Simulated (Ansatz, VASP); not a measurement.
# TlCl: VASP beside Ansatz

Contents of INCAR:

```
PREC = Accurate
ENCUT = 500
EDIFF = 1E-6
ISMEAR = 0
SIGMA = 0.01
LREAL = F
LASPH = T
NELM = 120
ALGO = Normal
ISIF = 2
LWAVE = F
LCHARG = F
GGA = PS
NBANDS = 17
GGA_COMPAT = F
```

KPOINTS

```
regular mesh
0
Gamma
  4 4 4
```

File POSCAR:

```
TlCl
1.0
    3.8388256296      0.0000000000      0.0000000000
    0.0000000000      3.8388256296      0.0000000000
    0.0000000000      0.0000000000      3.8388256296
Tl Cl
1 1
Direct
    0.0000000000      0.0000000000      0.0000000000
    0.5000000000      0.5000000000      0.5000000000
```

Input for Ansatz:

```yaml
crystal:
  lattice:
    - [3.8388256296, 0.0, 0.0]
    - [0.0, 3.8388256296, 0.0]
    - [0.0, 0.0, 3.8388256296]
  atoms:
    - { symbol: Tl, position: [0.0, 0.0, 0.0] }
    - { symbol: Cl, position: [0.5, 0.5, 0.5] }
kpoints:
  mp_grid: { grid: [4, 4, 4] }
hamiltonian:
  xc: pbesol
scf:
  occupations: { method: fixed }
  n_extra_bands: 4
output:
  forces: true
  stress: true
  eigenvalues: true
```

Alike in both runs: task single point; functional PBEsol; k mesh 4 × 4 × 4; no spin polarisation.

|  | VASP | Ansatz |
| --- | --- | --- |
| version | VASP 6.6.1 | Ansatz 0.2.0 |
| potentials or method | VASP PAW PBE potentials, release 64 (Tl_d, Cl) | plane waves, PAW |
| plane-wave cutoff (eV) | 500 | 420 |
| occupations | gaussian, width 0.01 eV | fixed |
| valence electrons in the cell | 20 | 20 |

|  | VASP | Ansatz | Ansatz less VASP |
| --- | --- | --- | --- |
| gap on the k mesh at the Fermi level (eV) | 1.94 | 1.94 | -0.006 |
| pressure (GPa) | -1.4 | -1.3 | +0.05 |

VASP's potentials were made for PBE, not for PBEsol.

Spin-orbit coupling is off throughout.
